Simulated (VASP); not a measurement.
# Sb (Im-3m) in VASP: a series of runs, part 2 of 3

VASP 6.6.1. Earlier steps stand in the parts before.

## (3) Single point, PBEsol (volume scaled by 0.6)

The input, INCAR:

```
PREC = Accurate
ENCUT = 520
EDIFF = 1E-6
ISMEAR = -1
SIGMA = 0.05
LREAL = False
LASPH = True
NELM = 80
ALGO = Normal
ISIF = 2
LWAVE = False
LCHARG = False
GGA = PS
NBANDS = 8
```

The input, KPOINTS:

```
regular mesh
0
Gamma
  16 16 16
```

The input, POSCAR:

```
Sb
1.0
   -1.5728398802      1.5728398802      1.5728398802
    1.5728398802     -1.5728398802      1.5728398802
    1.5728398802      1.5728398802     -1.5728398802
Sb
1
Direct
    0.0000000000      0.0000000000      0.0000000000
```

Potentials or basis: VASP PAW PBE potentials, release 64 (Sb).

Launch:

```sh
> cat potpaw_PBE.64/Sb/POTCAR > POTCAR
> mpirun -np 1 vasp_std > vasp.out
```

OUTCAR:

```text
PREC = Accurate
   ENCUT = 520
   EDIFF = 1E-6
   ISMEAR = -1
   LREAL = False
   LASPH = True
   NELM = 80
   ISIF = 2
   GGA = PS

 ion  position               nearest neighbor table
   1  0.000  0.000  0.000-

  LATTYP: Found a body centered cubic cell.
 ALAT       =     3.1456797604

  Lattice vectors:

 A1 = (  -1.5728398802,   1.5728398802,   1.5728398802)
 A2 = (   1.5728398802,  -1.5728398802,   1.5728398802)
 A3 = (   1.5728398802,   1.5728398802,  -1.5728398802)

Analysis of symmetry for initial positions (statically):
=====================================================================
 Subroutine PRICEL returns:
 Original cell was already a primitive cell.

 Routine SETGRP: Setting up the symmetry group for a
 body centered cubic supercell.

 Subroutine GETGRP returns: Found 48 space group operations
 (whereof 48 operations were pure point group operations)
 out of a pool of 48 trial point group operations.

The static configuration has the point symmetry O_h .

Analysis of symmetry for dynamics (positions and initial velocities):
=====================================================================
 Subroutine PRICEL returns:
 Original cell was already a primitive cell.

 Routine SETGRP: Setting up the symmetry group for a
 body centered cubic supercell.

 Subroutine GETGRP returns: Found 48 space group operations
 (whereof 48 operations were pure point group operations)
 out of a pool of 48 trial point group operations.

The dynamic configuration has the point symmetry O_h .

 Subroutine INISYM returns: Found 48 space group operations
 (whereof 48 operations are pure point group operations),
 and found     1 'primitive' translations

----------------------------------------------------------------------------------------

                                     Primitive cell

  volume of cell :      15.5637

  direct lattice vectors                    reciprocal lattice vectors
    -1.572839880  1.572839880  1.572839880     0.000000000  0.317896314  0.317896314
     1.572839880 -1.572839880  1.572839880     0.317896314  0.000000000  0.317896314
     1.572839880  1.572839880 -1.572839880     0.317896314  0.317896314  0.000000000

  length of vectors
     2.724238585  2.724238585  2.724238585     0.449573278  0.449573278  0.449573278

  position of ions in fractional coordinates (direct lattice)
     0.000000000  0.000000000  0.000000000

  ion indices of the primitive-cell ions
   primitive index   ion index
                 1           1

----------------------------------------------------------------------------------------

 KPOINTS: regular mesh

Automatic generation of k-mesh.
 Grid dimensions read from file:
 generate k-points for:   16   16   16

 Generating k-lattice:

  Cartesian coordinates                     Fractional coordinates (reciprocal lattice)
     0.000000000  0.019868520  0.019868520     0.062500000  0.000000000  0.000000000
     0.019868520  0.000000000  0.019868520     0.000000000  0.062500000  0.000000000
     0.019868520  0.019868520  0.000000000     0.000000000  0.000000000  0.062500000

  Length of vectors
     0.028098330  0.028098330  0.028098330

  Shift w.r.t. Gamma in fractional coordinates (k-lattice)
     0.000000000  0.000000000  0.000000000

 Subroutine IBZKPT returns following result:
 ===========================================

 Found    145 irreducible k-points:

 Following reciprocal coordinates:
            Coordinates               Weight
  0.000000  0.000000  0.000000      1.000000
  0.062500  0.000000  0.000000     12.000000
  0.125000  0.000000  0.000000     12.000000
  0.187500  0.000000  0.000000     12.000000
  0.250000  0.000000  0.000000     12.000000
  0.312500  0.000000  0.000000     12.000000
[... 16 lines left out ...]
  0.187500  0.187500  0.000000     24.000000
  0.250000  0.187500  0.000000     48.000000
 [... further k-points ...]
   k-points           NKPTS =    145   k-points in BZ     NKDIM =    145   number of bands    NBANDS=      8
   number of dos      NEDOS =    301   number of ions     NIONS =      1
   total plane-waves  NPLWV =   8000
   dimension x,y,z NGX =    20 NGY =   20 NGZ =   20
   dimension x,y,z NGXF=    40 NGYF=   40 NGZF=   40
   ions per type =               1
   NGX,Y,Z   is equivalent  to a cutoff of  12.20, 12.20, 12.20 a.u.
   NGXF,Y,Z  is equivalent  to a cutoff of  24.41, 24.41, 24.41 a.u.
 SYSTEM =  unknown system
   PREC   = accura    normal or accurate (medium, high low for compatibility)
   ISTART =      0    job   : 0-new  1-cont  2-samecut
   ICHARG =      2    charge: 1-file 2-atom 10-const
   ISPIN  =      1    spin polarized calculation?
   LNONCOLLINEAR =      F non collinear calculations
   LSORBIT =      F    spin-orbit coupling
   LASPH  =      T    aspherical Exc in radial PAW
   ENCUT  =  520.0 eV  38.22 Ry    6.18 a.u.   5.07  5.07  5.07*2*pi/ulx,y,z
   NELM   =     80;   NELMIN=  2; NELMDL= -5     # of ELM steps
   EDIFF  = 0.1E-05   stopping-criterion for ELM
   LREAL  =      F    real-space projection
   EDIFFG = 0.1E-04   stopping-criterion for IOM
   NSW    =      0    number of steps for IOM
   IBRION =     -1    ionic relax: 0-MD 1-quasi-New 2-CG
   NFREE  =      0    steps in history (QN), initial steepest desc. (CG)
   ISIF   =      2    stress and relaxation
   ISYM   =      2    0-nonsym 1-usesym 2-fastsym
   POTIM  = 0.5000    time-step for ionic-motion
   TEBEG  =    0.0;   TEEND  =   0.0 temperature during run
   PSTRESS=    0.0 pullay stress
   NELECT =       5.0000    total number of electrons
   NUPDOWN=      -1.0000    fix difference up-down
   EMIN   =  10.00;   EMAX   =-10.00  energy-range for DOS
   EFERMI =   0.00;   METHOD = LEGACY
   ISMEAR =    -1;   SIGMA  =   0.05  broadening in eV -4-tet -1-fermi 0-gaus
   EFERMI_NEDOS =   21; number of points for ismear=-14 and -15
   IALGO  =     38    algorithm
   IMIX   =      4    mixing-type and parameters
     AMIX     =   0.40;   BMIX     =  1.00
     AMIX_MAG =   1.60;   BMIX_MAG =  1.00
  volume/ion in A,a.u.               =      15.56       105.03
  Fermi-wavevector in a.u.,A,eV,Ry     =   1.121227  2.118812 17.104573  1.257151
  Thomas-Fermi vector in A             =   2.257879
   LORBIT       =      0    0 simple, 1 ext, 2 COOP (PROOUT), +10 PAW based schemes
   GGA     = PS    functional components
   LHFCALC =     F    Hartree Fock is set to
   AEXX    =    0.0000 exact exchange contribution
   IVDW    =     0    specifies the selected vdW correction
   LEPSILON=     F    determine dielectric tensor
   LRPA    =     F    only Hartree local field effects (RPA)
 non-spin polarized calculation
  energy-cutoff  :      520.00
  volume of cell :       15.56
 maximum number of plane-waves:       430
   NGX = 11   NGY = 11   NGZ = 11

 number of electron       5.0000000 magnetization

 Free energy of the ion-electron system (eV)
  ---------------------------------------------------
  ext. energy  EPLUGINS =         0.00000000
  ---------------------------------------------------
  free energy    TOTEN  =        -2.05790912 eV

  energy without entropy =       -2.05426980  energy(sigma->0) =       -2.05608946

 E-fermi :  17.7879     XC(G=0): -12.8724

 val. band max:       17.7662263343   @ k =  -0.4375   0.4375   0.3750
 cond. band min:      17.8291664473   @ k =   0.2500   0.0000   0.0000
 fundamental gap:      0.0629401130
 Fermi energy:        17.7879291096

 k-point     1 :       0.0000    0.0000    0.0000
  band No.  band energies     occupation
      1      -1.1096      2.00000
      2      28.9088      0.00000
      3      28.9088      0.00000
      4      28.9088      0.00000
      5      29.2200      0.00000
      6      29.2200      0.00000
      7      29.2200      0.00000
      8      30.6134      0.00000
[... 243 lines left out ...]
 k-point    24 :       0.2500    0.1875    0.0000
  band No.  band energies     occupation
      1       3.7867      2.00000
      2      14.2271      2.00000
      3      16.5219      2.00000
      4      21.9589      0.00000
      5      28.1692      0.00000
      6      29.7684      0.00000
      7      32.7307      0.00000
      8      35.1084      0.00000

 [... further k-points ...]

------------------------ aborting loop because EDIFF is reached ----------------------------------------

  FORCE on cell =-STRESS in cart. coord.  units (eV):
  Direction    XX          YY          ZZ          XY          YZ          ZX
  --------------------------------------------------------------------------------------
  -------------------------------------------------------------------------------------
  Total       11.2859532     11.2859532     11.2859532     -0.0000000     -0.0000000      0.0000000
  in kB     1161.8105074   1161.8105074   1161.8105074     -0.0000000     -0.0000000      0.0000000
  external PRESSURE =    1161.8105074 kB  Pullay stress =       0.0000000 kB

 VOLUME and BASIS-vectors are now :
 -----------------------------------------------------------------------------
  energy-cutoff  :      520.00
  volume of cell :       15.56
      direct lattice vectors                 reciprocal lattice vectors
    -1.572839880  1.572839880  1.572839880     0.000000000  0.317896314  0.317896314
     1.572839880 -1.572839880  1.572839880     0.317896314  0.000000000  0.317896314
     1.572839880  1.572839880 -1.572839880     0.317896314  0.317896314  0.000000000

 POSITION                                       TOTAL-FORCE (eV/Angst)
 -----------------------------------------------------------------------------------
      0.00000      0.00000      0.00000         0.000000      0.000000      0.000000
 -----------------------------------------------------------------------------------
    total drift:                                0.000000      0.000000     -0.000000

  FREE ENERGIE OF THE ION-ELECTRON SYSTEM (eV)
  ---------------------------------------------------
  free  energy   TOTEN  =        -2.0579091153 eV

  energy  without entropy=       -2.0542698020  energy(sigma->0) =       -2.05608946
```

OSZICAR:

```text
N       E                     dE             d eps       ncg     rms          rms(c)
DAV:   1     0.810559245462E+01    0.81056E+01   -0.19184E+03  2464   0.432E+02
DAV:   2    -0.202551771974E+01   -0.10131E+02   -0.97091E+01  3048   0.611E+01
DAV:   3    -0.211052553032E+01   -0.85008E-01   -0.84933E-01  3008   0.644E+00
DAV:   4    -0.211071132608E+01   -0.18580E-03   -0.18579E-03  3336   0.338E-01
DAV:   5    -0.211071164938E+01   -0.32330E-06   -0.32462E-06  3104   0.904E-03    0.497E+00
DAV:   6    -0.207702150833E+01    0.33690E-01   -0.17761E-03  3096   0.287E-01    0.310E+00
DAV:   7    -0.205812909082E+01    0.18892E-01   -0.35499E-03  3112   0.419E-01    0.692E-02
DAV:   8    -0.205791133356E+01    0.21776E-03   -0.23410E-04  2880   0.943E-02    0.101E-02
DAV:   9    -0.205790967177E+01    0.16618E-05   -0.31239E-06  3560   0.114E-02    0.578E-03
DAV:  10    -0.205790911529E+01    0.55647E-06   -0.12833E-07  2656   0.261E-03
   1 F= -.20579091E+01 E0= -.20560895E+01  d E =-.363931E-02
```

Run time: 6.4 s. Hardware: 1 thread of Intel Xeon 6975P-C (Granite Rapids), shared host; peak memory 0.13 GiB.

Results:

| Quantity | Value |
| --- | --- |
| Free energy | -2.0579 eV |
| Pressure | 116.2 GPa |

Caveat: the PAW data sets were made with another functional, which shifts forces and pressure a little; spin-orbit coupling is left out, which moves the levels of the heavy elements.

(Part 2 of 3 ends here.)
